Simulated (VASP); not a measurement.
Write the native input for VASP 6.6.1 that does the following.

- Task: electric field gradients
- Functional: LDA
- Potentials or basis: VASP PAW LDA potentials, release 64 (B_h, N_h)
- Cutoff: 910 eV
- k mesh: 11 × 11 × 11
- Occupations: fermi-dirac, width 0.02 eV
- Spin: no spin polarisation
- Dipole correction: no
- Second run: hard_potentials
- Further INCAR settings: ALGO = Normal; EDIFF = 1e-08; NBANDS = 11

The structure of BN lies in POSCAR:

```
BN
1.0
    0.0000000000      1.7953687620      1.7953687620
    1.7953687620      0.0000000000      1.7953687620
    1.7953687620      1.7953687620      0.0000000000
B N
1 1
Direct
    0.0000000000      0.0000000000      0.0000000000
    0.7500000000      0.7500000000      0.7500000000
```

This cell differs from its parent crystal: volume scaled by 0.98.

One way to write it, as run:

INCAR

```
PREC = Accurate
ENCUT = 910
EDIFF = 1E-8
ISMEAR = -1
SIGMA = 0.02
LREAL = F
LASPH = T
NELM = 120
ALGO = Normal
ISIF = 2
LWAVE = F
LCHARG = F
GGA = CA
LEFG = T
NBANDS = 11
GGA_COMPAT = F
```

KPOINTS

```
regular mesh
0
Gamma
  11 11 11
```

Potentials or basis: VASP PAW LDA potentials, release 64 (B_h, N_h).

Run with:

```bash
$ cat potpaw_LDA.64/B_h/POTCAR potpaw_LDA.64/N_h/POTCAR > POTCAR
$ mpirun -np 1 vasp_std > vasp.out
```

It gave:

| Item | Value |
| --- | --- |
| Pressure | -2.9 GPa |
| Band gap on the k mesh | 4.48 eV, indirect (least direct gap 8.78 eV) |

Caveat: the cutoff is under 1.25 times the usual one of these potentials, so pressure, stress and relaxed cells hold a basis-set (Pulay) error; without QUAD_EFG the Cq values of the log hold for a quadrupole moment of 1 mb, not for the nuclei.

It took 8.2 s on 1 thread of Intel(R) Xeon(R) 6975P-C (Granite Rapids) (shared host), peak memory 0.14 GiB.
